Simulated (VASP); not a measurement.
Si, 24 atoms in the cell. The cell holds an amorphous packing of atoms, 24 atoms: a = 7.719 Å, b = 7.787 Å, c = 7.532 Å, α = 86.04°, β = 89.99°, γ = 90.66°. 

- Program: VASP 6.6.1
- Task: single point
- Functional: PBE
- Potentials or basis: VASP PAW PBE potentials, release 64 (Si)
- Cutoff: 520 eV
- k mesh: 1 × 1 × 1, shifted
- Occupations: fermi-dirac, width 0.2413 eV
- Spin: no spin polarisation
- Dipole correction: no
- Further INCAR settings: LREAL = Auto; ALGO = Normal; EDIFF = 1e-07; NBANDS = 66; ISYM = 0

Potentials or basis: VASP PAW PBE potentials, release 64 (Si).

Launch:

```sh
$ cat potpaw_PBE.64/Si/POTCAR > POTCAR
$ mpirun -np 1 vasp_std > vasp.out
```

Hardware: 1 thread of Intel Xeon 8259CL, on a shared host.

Problem. How long does it take, and how much memory?

Solution. It took 110 s on 1 thread of Intel Xeon 8259CL, with other jobs on the host, peak memory 0.41 GiB. Counts: scf iterations 15, k points 1.
